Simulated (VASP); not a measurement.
# BN (P6_3mc) in VASP: notebook, part 2 of 2

VASP 6.6.1. Earlier steps stand in the parts before.

## Step 3: Single point, PBE (epitaxial xy strain -1.0%)

INCAR

```
ALGO     = Normal         # electronic algorithm
EDIFF    = 1E-6           # SCF threshold, eV
ENCUT    = 520            # plane-wave cutoff, eV
GGA      = PE             # functional
ISIF     = 2              # what is computed and relaxed
ISMEAR   = -1             # smearing method
LASPH    = T              # aspherical terms in the spheres
LCHARG   = F              # write CHGCAR
LREAL    = F              # projectors in reciprocal space
LWAVE    = F              # write WAVECAR
NBANDS   = 16             # bands
NELM     = 100            # most SCF steps
PREC     = Accurate       # precision mode
SIGMA    = 0.02           # smearing width, eV
```

KPOINTS

```
k-points
0
Gamma
  12 12 6
```

POSCAR

```
BN
1.0
    2.5185105013      0.0000000000      0.0000000000
   -1.2592552506      2.1810940738      0.0000000000
    0.0000000000      0.0000000000      4.2124674919
B N
2 2
Direct
    0.3333333333      0.6666666667      0.0002865849
    0.6666666667      0.3333333333      0.5002865849
    0.3333333333      0.6666666667      0.3747134151
    0.6666666667      0.3333333333      0.8747134151
```

Potentials or basis: VASP PAW PBE potentials, release 64 (B, N).

Run with:

```sh
$ cat potpaw_PBE.64/B/POTCAR potpaw_PBE.64/N/POTCAR > POTCAR
$ mpirun -np 1 vasp_std > vasp.out
```

OUTCAR:

```text
EDIFF = 1E-6
   ENCUT = 520
   GGA = PE
   ISIF = 2
   ISMEAR = -1
   LASPH = T
   LREAL = F
   NELM = 100
   PREC = Accurate

 ion  position               nearest neighbor table
   1  0.333  0.667  0.000-   4 1.55   4 1.55   4 1.55   3 1.58
   2  0.667  0.333  0.500-   3 1.55   3 1.55   3 1.55   4 1.58
   3  0.333  0.667  0.375-   2 1.55   2 1.55   2 1.55   1 1.58
   4  0.667  0.333  0.875-   1 1.55   1 1.55   1 1.55   2 1.58

  LATTYP: Found a hexagonal cell.
 ALAT       =     2.5185105013
 C/A-ratio  =     1.6726027109

  Lattice vectors:

 A1 = (   2.5185105013,   0.0000000000,   0.0000000000)
 A2 = (  -1.2592552506,   2.1810940738,   0.0000000000)
 A3 = (   0.0000000000,   0.0000000000,   4.2124674919)

Analysis of symmetry for initial positions (statically):
=====================================================================
 Subroutine PRICEL returns:
 Original cell was already a primitive cell.

 Routine SETGRP: Setting up the symmetry group for a
 hexagonal supercell.

 Subroutine GETGRP returns: Found 12 space group operations
 (whereof  6 operations were pure point group operations)
 out of a pool of 24 trial point group operations.

The static configuration has the point symmetry C_3v.
 The point group associated with its full space group is C_6v.

Analysis of symmetry for dynamics (positions and initial velocities):
=====================================================================
 Subroutine PRICEL returns:
 Original cell was already a primitive cell.

 Routine SETGRP: Setting up the symmetry group for a
 hexagonal supercell.

 Subroutine GETGRP returns: Found 12 space group operations
 (whereof  6 operations were pure point group operations)
 out of a pool of 24 trial point group operations.

The dynamic configuration has the point symmetry C_3v.
 The point group associated with its full space group is C_6v.

 Subroutine INISYM returns: Found 12 space group operations
 (whereof  6 operations are pure point group operations),
 and found     1 'primitive' translations

----------------------------------------------------------------------------------------

                                     Primitive cell

  volume of cell :      23.1395

  direct lattice vectors                    reciprocal lattice vectors
     2.518510501  0.000000000  0.000000000     0.397060087  0.229242748  0.000000000
    -1.259255251  2.181094074  0.000000000     0.000000000  0.458485497  0.000000000
     0.000000000  0.000000000  4.212467492     0.000000000  0.000000000  0.237390556

  length of vectors
     2.518510501  2.518510501  4.212467492     0.458485497  0.458485497  0.237390556

  position of ions in fractional coordinates (direct lattice)
     0.333333333  0.666666667  0.000286585
     0.666666667  0.333333333  0.500286585
     0.333333333  0.666666667  0.374713415
     0.666666667  0.333333333  0.874713415

  ion indices of the primitive-cell ions
   primitive index   ion index
                 1           1
                 2           2
                 3           3
                 4           4

----------------------------------------------------------------------------------------

[... 25 lines left out ...]
            Coordinates               Weight
  0.000000  0.000000  0.000000      1.000000
  0.083333  0.000000  0.000000      6.000000
  0.166667  0.000000  0.000000      6.000000
  0.250000  0.000000  0.000000      6.000000
  0.333333 -0.000000  0.000000      6.000000
  0.416667 -0.000000  0.000000      6.000000
[... 16 lines left out ...]
  0.250000  0.000000  0.166667     12.000000
  0.333333 -0.000000  0.166667     12.000000
 [... further k-points ...]
   k-points           NKPTS =     76   k-points in BZ     NKDIM =     76   number of bands    NBANDS=     16
   number of dos      NEDOS =    301   number of ions     NIONS =      4
   total plane-waves  NPLWV =  12800
   dimension x,y,z NGX =    20 NGY =   20 NGZ =   32
   dimension x,y,z NGXF=    40 NGYF=   40 NGZF=   64
   ions per type =               2   2
   NGX,Y,Z   is equivalent  to a cutoff of  13.20, 13.20, 12.63 a.u.
   NGXF,Y,Z  is equivalent  to a cutoff of  26.40, 26.40, 25.26 a.u.
 SYSTEM =  unknown system
   PREC   = accura    normal or accurate (medium, high low for compatibility)
   ISTART =      0    job   : 0-new  1-cont  2-samecut
   ICHARG =      2    charge: 1-file 2-atom 10-const
   ISPIN  =      1    spin polarized calculation?
   LNONCOLLINEAR =      F non collinear calculations
   LSORBIT =      F    spin-orbit coupling
   LASPH  =      T    aspherical Exc in radial PAW
   ENCUT  =  520.0 eV  38.22 Ry    6.18 a.u.   4.68  4.68  7.83*2*pi/ulx,y,z
   NELM   =    100;   NELMIN=  2; NELMDL= -5     # of ELM steps
   EDIFF  = 0.1E-05   stopping-criterion for ELM
   LREAL  =      F    real-space projection
   EDIFFG = 0.1E-04   stopping-criterion for IOM
   NSW    =      0    number of steps for IOM
   IBRION =     -1    ionic relax: 0-MD 1-quasi-New 2-CG
   NFREE  =      0    steps in history (QN), initial steepest desc. (CG)
   ISIF   =      2    stress and relaxation
   ISYM   =      2    0-nonsym 1-usesym 2-fastsym
   POTIM  = 0.5000    time-step for ionic-motion
   TEBEG  =    0.0;   TEEND  =   0.0 temperature during run
   PSTRESS=    0.0 pullay stress
   NELECT =      16.0000    total number of electrons
   NUPDOWN=      -1.0000    fix difference up-down
   EMIN   =  10.00;   EMAX   =-10.00  energy-range for DOS
   EFERMI =   0.00;   METHOD = LEGACY
   ISMEAR =    -1;   SIGMA  =   0.02  broadening in eV -4-tet -1-fermi 0-gaus
   EFERMI_NEDOS =   21; number of points for ismear=-14 and -15
   IALGO  =     38    algorithm
   IMIX   =      4    mixing-type and parameters
     AMIX     =   0.40;   BMIX     =  1.00
     AMIX_MAG =   1.60;   BMIX_MAG =  1.00
  volume/ion in A,a.u.               =       5.78        39.04
  Fermi-wavevector in a.u.,A,eV,Ry     =   1.447649  2.735660 28.513558  2.095687
  Thomas-Fermi vector in A             =   2.565580
   LORBIT       =      0    0 simple, 1 ext, 2 COOP (PROOUT), +10 PAW based schemes
   GGA     = PE    functional components
   LHFCALC =     F    Hartree Fock is set to
   AEXX    =    0.0000 exact exchange contribution
   IVDW    =     0    specifies the selected vdW correction
   LEPSILON=     F    determine dielectric tensor
   LRPA    =     F    only Hartree local field effects (RPA)
 non-spin polarized calculation
  energy-cutoff  :      520.00
  volume of cell :       23.14
 maximum number of plane-waves:       640
 NGX is ok and might be reduce to    20
   NGX =  9   NGY =  9   NGZ = 15

 number of electron      15.9999998 magnetization

 Free energy of the ion-electron system (eV)
  ---------------------------------------------------
  ext. energy  EPLUGINS =         0.00000000
  ---------------------------------------------------
  free energy    TOTEN  =       -34.79651844 eV

  energy without entropy =      -34.79651844  energy(sigma->0) =      -34.79651844

 E-fermi :   8.2718     XC(G=0): -12.9170

 val. band max:        7.8369289872   @ k =   0.0000   0.0000   0.0000
 cond. band min:      12.9440034980   @ k =   0.3333   0.3333   0.0000
 fundamental gap:      5.1070745108
 Fermi energy:         8.2717571846

 k-point     1 :       0.0000    0.0000    0.0000
  band No.  band energies     occupation
      1     -12.8281      2.00000
      2      -8.6754      2.00000
      3      -3.3228      2.00000
      4       5.7487      2.00000
      5       5.7487      2.00000
      6       7.5076      2.00000
[... 433 lines left out ...]
      3      -1.1163      2.00000
      4       0.2993      2.00000
      5       1.7381      2.00000
      6       3.5065      2.00000
[... 8 lines left out ...]
     15      24.1361      0.00000
     16      24.4161      0.00000

 [... further k-points ...]

------------------------ aborting loop because EDIFF is reached ----------------------------------------

  FORCE on cell =-STRESS in cart. coord.  units (eV):
  Direction    XX          YY          ZZ          XY          YZ          ZX
  --------------------------------------------------------------------------------------
  -------------------------------------------------------------------------------------
  Total        2.3810772      2.3810772      0.7220239      0.0000000      0.0000000      0.0000000
  in kB      164.8653283    164.8653283     49.9927968      0.0000000      0.0000000      0.0000000
  external PRESSURE =     126.5744845 kB  Pullay stress =       0.0000000 kB

 VOLUME and BASIS-vectors are now :
 -----------------------------------------------------------------------------
  energy-cutoff  :      520.00
  volume of cell :       23.14
      direct lattice vectors                 reciprocal lattice vectors
     2.518510501  0.000000000  0.000000000     0.397060087  0.229242748  0.000000000
    -1.259255251  2.181094074  0.000000000     0.000000000  0.458485497  0.000000000
     0.000000000  0.000000000  4.212467492     0.000000000  0.000000000  0.237390556

 POSITION                                       TOTAL-FORCE (eV/Angst)
 -----------------------------------------------------------------------------------
     -0.00000      1.45406      0.00121         0.000000      0.000000      0.027862
      1.25926      0.72703      2.10744         0.000000      0.000000      0.027862
     -0.00000      1.45406      1.57847        -0.000000      0.000000     -0.027862
      1.25926      0.72703      3.68470         0.000000     -0.000000     -0.027862
 -----------------------------------------------------------------------------------
    total drift:                               -0.000000      0.000000     -0.000304

  FREE ENERGIE OF THE ION-ELECTRON SYSTEM (eV)
  ---------------------------------------------------
  free  energy   TOTEN  =       -34.7965184443 eV

  energy  without entropy=      -34.7965184443  energy(sigma->0) =      -34.79651844
```

Wall time 15 s (1 thread of Intel Xeon 6975P-C, shared host); peak memory 0.14 GiB.

Results:

```yaml
Free_energy: -34.7965 eV
Pressure: 12.7 GPa
Largest_force: 0.028 eV/Å
Band_gap_on_the_k_mesh: 5.11 eV, indirect (least direct gap 8.36 eV)
```

Forces on the atoms (eV/Å):
```
B    0.000  0.000  0.028
B    0.000  0.000  0.028
N    0.000  0.000 -0.028
N    0.000  0.000 -0.028
```

Levels at points of the mesh, in eV from the valence-band top:
```
           k point  band 6  band 7  band 8  band 9  band 10  band 11
(0.00, 0.00, 0.00)   -0.33    0.00    0.00    8.36     8.56     8.56
(0.50, 0.00, 0.00)   -5.03   -4.51   -2.20    6.90     7.95    10.79
(0.00, 0.00, 0.50)   -1.15   -1.15   -1.15    9.83     9.83    10.11
(0.50, 0.00, 0.50)   -3.83   -3.71   -3.71    6.63     6.63    10.13
```

Caveat: the cell differs from its parent crystal (epitaxial xy strain -1.0%).
